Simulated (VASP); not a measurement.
Wanted: the native input for a VASP 6.6.1 run.

```yaml
Task: single point
Functional: r2SCAN
Potentials_or_basis: VASP PAW PBE potentials, release 64 (Au)
Cutoff: 520 eV
k_mesh: 20 × 20 × 20
Occupations: gaussian, width 0.15 eV
Spin: no spin polarisation
Dipole_correction: no
Further_INCAR_settings: ALGO = Normal; EDIFF = 1e-06; NBANDS = 12
```

Crystal: Au.

```
Au
1.0
    -1.69870    1.69870    1.74013
     1.69870   -1.69870    1.74013
     1.69870    1.69870   -1.74013
Au
1
Direct
  0.00000 0.00000 0.00000
```

This cell differs from its parent crystal: strain +0.025 along x and y, +0.050 along z.

These files were run (other wordings do the same):

POSCAR

```
Au
1.0
   -1.6987007250      1.6987007250      1.7401324500
    1.6987007250     -1.6987007250      1.7401324500
    1.6987007250      1.6987007250     -1.7401324500
Au
1
Direct
    0.0000000000      0.0000000000      0.0000000000
```

INCAR.step1

```
ALGO = Normal
EDIFF = 1E-4
ENCUT = 520
GGA = PE
ISMEAR = 0
LASPH = T
LCHARG = F
LREAL = F
LWAVE = T
NBANDS = 12
NELM = 100
PREC = Accurate
SIGMA = 0.15
```

INCAR.step2

```
ALGO = Normal
EDIFF = 1E-6
ENCUT = 520
ISIF = 2
ISMEAR = 0
ISTART = 1
LASPH = T
LCHARG = F
LMIXTAU = T
LREAL = F
LWAVE = F
METAGGA = R2SCAN
NBANDS = 12
NELM = 100
PREC = Accurate
SIGMA = 0.15
```

KPOINTS

```
k-points
0
Gamma
  20 20 20
```

Potentials or basis: VASP PAW PBE potentials, release 64 (Au).

Launch:

```sh
$ cat potpaw_PBE.64/Au/POTCAR > POTCAR
$ cp INCAR.step1 INCAR
$ mpirun -np 1 vasp_std > vasp.out
$ cp INCAR.step2 INCAR
$ mpirun -np 1 vasp_std > vasp.out
```

It gave:

The pressure is -13.3 GPa. The band gap on the k mesh is zero (an odd number of electrons rules out a gap without spin polarisation).

Caveat: the cell differs from its parent crystal (strain +0.025 along x and y, +0.050 along z); the cell stands under tension; the PAW data sets were made with another functional, which shifts forces and pressure a little; spin-orbit coupling is left out, which moves the levels of the heavy elements.

Wall time 4.9 min on 1 thread of Intel Xeon 8581C, with other jobs on the host, peak memory 0.27 GiB.
